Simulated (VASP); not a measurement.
## TiAl3: single point with LDA

The system is TiAl3.

```
Ti Al
1.0
    -1.89828    1.89828    4.25194
     1.89828   -1.89828    4.25194
     1.89828    1.89828   -4.25194
Ti Al
1 3
Cartesian
  0.0000 0.0000 0.0000
  1.8983 0.0000 2.1260
  0.0000 1.8983 2.1260
  0.0000 0.0000 4.2519
```

This cell differs from its parent crystal: volume scaled by 0.98.

- Program: VASP 6.6.1
- Task: single point
- Functional: LDA
- Potentials or basis: VASP PAW LDA potentials, release 64 (Ti_sv, Al)
- Cutoff: 520 eV
- k mesh: 10 × 10 × 10
- Occupations: fermi-dirac, width 0.05 eV
- Spin: no spin polarisation
- Dipole correction: no
- Further INCAR settings: ALGO = Normal; EDIFF = 1e-06; NBANDS = 18

```json
{
  "Pressure": "-1.2 GPa"
}
```

Stress tensor (GPa, compression positive):
```
-1.34  0.00  0.00
 0.00 -1.34  0.00
 0.00  0.00 -1.06
```

Levels at points of the mesh, in eV from the Fermi level:
```csv
k point,band 8,band 9,band 10,band 11,band 12,band 13,band 14,band 15
"(0.00, 0.00, 0.00)",-1.45,-1.24,-1.24,0.85,1.83,1.83,2.32,2.54
"(0.50, 0.00, 0.00)",-2.91,-1.07,-0.27,0.51,1.83,2.15,2.79,3.25
"(0.50, 0.50, 0.00)",-3.76,-2.65,-2.19,-1.00,1.81,1.96,2.78,2.93
"(0.50, 0.50, 0.50)",-0.87,-0.87,-0.23,0.71,0.71,0.98,3.15,4.87
```

Run time: 2.3 min on 1 thread of Intel(R) Xeon(R) Platinum 8488C (Sapphire Rapids), with other jobs on the host, peak memory 0.26 GiB.
